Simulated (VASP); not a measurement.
Input of a VASP 6.6.1 run:

The input INCAR:

```
SYSTEM = K
PREC = Accurate
ENCUT = 520
EDIFF = 1E-6
ISMEAR = 0
SIGMA = 0.15
LREAL = .FALSE.
LASPH = .TRUE.
NELM = 100
ALGO = Fast
ISIF = 2
LWAVE = .FALSE.
LCHARG = .FALSE.
GGA = PE
IVDW = 12
NBANDS = 10
```

File KPOINTS:

```
Automatic mesh
0
G
  12 12 12
  0 0 0
```

File POSCAR:

```
K
1.0
    0.0000000000      3.4597102744      3.3918728180
    3.3918728180      0.0000000000      3.3918728180
    3.3918728180      3.4597102744      0.0000000000
K
1
Direct
    0.0000000000      0.0000000000      0.0000000000
```

Potentials or basis: VASP PAW PBE potentials, release 64 (K_sv).

Command:

```console
$ cat potpaw_PBE.64/K_sv/POTCAR > POTCAR
$ mpirun -np 1 vasp_std > vasp.out
```

Problem. Estimate the pressure.

Solution. -0.5 GPa.

Problem. Estimate the dispersion energy per atom.

Solution. -0.104 eV.

Problem. Estimate the band gap on the k mesh.

Solution. Zero (an odd number of electrons rules out a gap without spin polarisation).

Caveat: the cell differs from its parent crystal (strain +0.0200 x Voigt [0, 1, 0, 0, 0, 0]).
